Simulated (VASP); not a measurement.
Runs of VASP 6.6.1 on AlNi. The structure is that of space group Pm-3m (No. 221), or close to it. The cells are those of the table. 

| cell | gap on the mesh (eV) | pressure (GPa) |
| --- | --- | --- |
| a = 2.922 Å, 2 atoms | none | (b) |
| a = 2.893 Å, 2 atoms | none | 0.0 |
| a = 2.772 Å, 2 atoms | none | (a) |
| a = 2.986 Å, 2 atoms | none | -12.3 |
| a = 2.834 Å, 2 atoms | none | 11.3 |
| a = 2.950 Å, 2 atoms | none | -8.1 |

Alike in all rows: task single point; level PBE; potentials or basis VASP PAW PBE potentials, release 64 (Al, Ni); no spin polarisation; k mesh 14 × 14 × 14; cutoff (eV) 520; smearing gaussian 0.1 eV.

Q: Estimate the missing entries.

A: (a) 26.8; (b) -4.4.

A gap of «none» marks levels without a gap at the run's occupations.
